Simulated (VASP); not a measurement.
Write the native input for VASP 6.6.1 that does the following.

| Quantity | Value |
| --- | --- |
| Task | single point |
| Functional | PBEsol |
| Potentials or basis | VASP PAW PBE potentials, release 64 (W_sv, S) |
| Cutoff | 520 eV |
| k mesh | 7 × 7 × 7 |
| Occupations | fermi-dirac, width 0.05 eV |
| Spin | no spin polarisation |
| Dipole correction | no |
| Further INCAR settings | ALGO = Normal; EDIFF = 1e-06; NBANDS = 20 |

The structure of WS2 lies in POSCAR:

```
WS2
1.0
    1.5790000000      0.9116360000      6.1633330000
   -1.5790000000      0.9116360000      6.1633330000
    0.0000000000     -1.8232720000      6.1633330000
W S
1 2
Direct
    0.0000000000      0.0000000000      0.0000000000
    0.2497000000      0.2497000000      0.2497000000
    0.4190000000      0.4190000000      0.4190000000
```

One way to write it, as run:

INCAR

```
SYSTEM = WS2
PREC = Accurate
ENCUT = 520
EDIFF = 1E-6
ISMEAR = -1
SIGMA = 0.05
LREAL = .FALSE.
LASPH = .TRUE.
NELM = 60
ALGO = Normal
ISIF = 2
LWAVE = .FALSE.
LCHARG = .TRUE.
GGA = PS
LELF = .TRUE.
LVHAR = .TRUE.
NBANDS = 20
```

KPOINTS

```
Automatic mesh
0
G
  7 7 7
  0 0 0
```

Potentials or basis: VASP PAW PBE potentials, release 64 (W_sv, S).

Run with:

```sh
$ cat potpaw_PBE.64/W_sv/POTCAR potpaw_PBE.64/S/POTCAR > POTCAR
$ mpirun -np 1 vasp_std > vasp.out
```

Results of the run:

```yaml
Pressure: -0.5 GPa
Largest_force: 0.602 eV/Å
Band_gap_on_the_k_mesh: 1.11 eV (least direct gap 2.32 eV)
```

Caveat: the PAW data sets were made with another functional, which shifts forces and pressure a little; spin-orbit coupling is left out, which moves the levels of the heavy elements; an odd mesh through Γ misses points on the zone boundary, where band edges can lie.

Run time: 94 s on 1 thread of Intel(R) Xeon(R) Platinum 8375C CPU @ 2.90GHz (Ice Lake), with other jobs on the host, peak memory 0.32 GiB.
